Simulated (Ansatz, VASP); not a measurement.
One calculation of Nb, two programs

File INCAR:

```
ALGO = Normal ; EDIFF = 1E-7
EDIFFG = -0.01 ; ENCUT = 600
IBRION = 2 ; ISIF = 3
ISMEAR = -1 ; LASPH = T
LCHARG = F ; LREAL = F
LWAVE = F ; NELM = 60
NSW = 80 ; PREC = Accurate
SIGMA = 0.1
```

File KPOINTS:

```
k-points
0
Gamma
  12 12 7
```

POSCAR

```
Nb
1.0
    2.9403180252      0.0000000000      0.0000000000
   -1.4701590126      2.5463901050      0.0000000000
    0.0000000000      0.0000000000      4.8015393351
Nb
2
Direct
    0.3333333333      0.6666666667      0.2500000000
    0.6666666667      0.3333333333      0.7500000000
```

Input for Ansatz:

```yaml
crystal:
  lattice:
    - [2.9403180252, 0.0, 0.0]
    - [-1.4701590126, 2.546390105, 0.0]
    - [0.0, 0.0, 4.8015393351]
  atoms:
    - { symbol: Nb, position: [0.3333333333, 0.6666666667, 0.25] }
    - { symbol: Nb, position: [0.6666666667, 0.3333333333, 0.75] }
hamiltonian:
  xc: lda
  pseudopotentials:
    kind: paw
    azcp:
      Nb: "pseudopotentials/Nb.paw.azcp"
basis:
  ecutwfc: 420
  fft_grid_basis: typed
kpoints:
  mp_grid: { grid: [12, 12, 7], shift: [0, 0, 0] }
magnetization:
  spin_polarized: false
scf:
  occupations: { method: fermi_dirac, width: 0.1 }
relax:
  max_steps: 60
  f_tol: 0.01
  cell: {}
```

Alike in both runs: task relaxation of cell and atoms; functional LDA; k mesh 12 × 12 × 7; occupations fermi-dirac, width 0.1 eV; no spin polarisation.

|  | VASP | Ansatz |
| --- | --- | --- |
| version | VASP 6.6.1 | Ansatz 0.2.0 |
| potentials or method | VASP PAW LDA potentials, release 64 (Nb_sv), cutoff 600 eV | plane waves (420 eV) with PAW, scalar-relativistic |
| valence electrons in the cell | 26 | 26 |

VASP gave:

- relaxed volume (Å³/atom): 17.65
- relaxed length of the cell vector where the two differ most in proportion (Å): 5.158

Q: Which values does Ansatz return?

A: Relaxed volume (Å³/atom): 17.66; relaxed length of the cell vector where the two differ most in proportion (Å): 5.161.

Ansatz warns that its potentials were made for another functional, while VASP's fit it. LDA's correlation is that of Perdew and Zunger in VASP and of Perdew and Wang (1992) in Ansatz.
